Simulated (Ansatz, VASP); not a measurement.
One calculation of ReP, two programs

Contents of INCAR:

```
SYSTEM = ReP
PREC = Accurate
ENCUT = 520
EDIFF = 1E-7
ISMEAR = 0
SIGMA = 0.05
LREAL = .FALSE.
LASPH = .TRUE.
NELM = 80
ALGO = Normal
ISIF = 2
LWAVE = .FALSE.
LCHARG = .FALSE.
GGA = PE
NBANDS = 13
```

KPOINTS

```
regular mesh
0
G
  12 12 12
  0 0 0
```

File POSCAR:

```
ReP
1.0
    0.0000000000      2.4579799456      2.4579799456
    2.4579799456      0.0000000000      2.4579799456
    2.4579799456      2.4579799456      0.0000000000
Re P
1 1
Direct
    0.5244102887      0.5244102887      0.4755897113
    0.0000000000      0.0000000000      0.0000000000
```

Input for Ansatz:

```yaml
crystal:
  lattice:
    - [0.0, 2.4579799456, 2.4579799456]
    - [2.4579799456, 0.0, 2.4579799456]
    - [2.4579799456, 2.4579799456, 0.0]
  atoms:
    - { symbol: Re, position: [0.5244102887, 0.5244102887, 0.4755897113] }
    - { symbol: P, position: [0.0, 0.0, 0.0] }
basis:
  ecutwfc: 420
  ecutrho_ratio: 4
kpoints:
  mp_grid: { grid: [12, 12, 12] }
hamiltonian:
  xc: pbe
scf:
  occupations: { method: gaussian, width: 0.05 }
output:
  forces: true
  stress: true
  eigenvalues: true
  write_density: true
  write_potential: true
  elf: true
  volumetric_format: npy
```

Alike in both runs: task single point; functional PBE; k mesh 12 × 12 × 12; occupations gaussian, width 0.05 eV; no spin polarisation.

```csv
,VASP,Ansatz
version,VASP 6.6.1,Ansatz 0.2.0
potentials or method,"VASP PAW PBE potentials, release 64 (Re, P), cutoff 520 eV","scalar-relativistic, plane waves, PAW"
valence electrons in the cell,12,20
```

```csv
,VASP,Ansatz,Ansatz less VASP
gap on the k mesh at the Fermi level (eV),none,none,-
pressure (GPa),2.2,1.3,-0.89
"traceless stress, the component that is largest in VASP (GPa)",4.62,4.56,-0.062
rms of the force components (eV/Å),0.057,0.045,-0.0113
```

Atom by atom the forces differ by 0.011 eV/Å (rms over components). A gap of «none» marks a metal or a gap that the smearing closes. VASP's potentials hold 12 valence electrons a cell and Ansatz's 20, so a difference there can come from the potentials and not from the codes.

Neither program's run includes spin-orbit coupling.
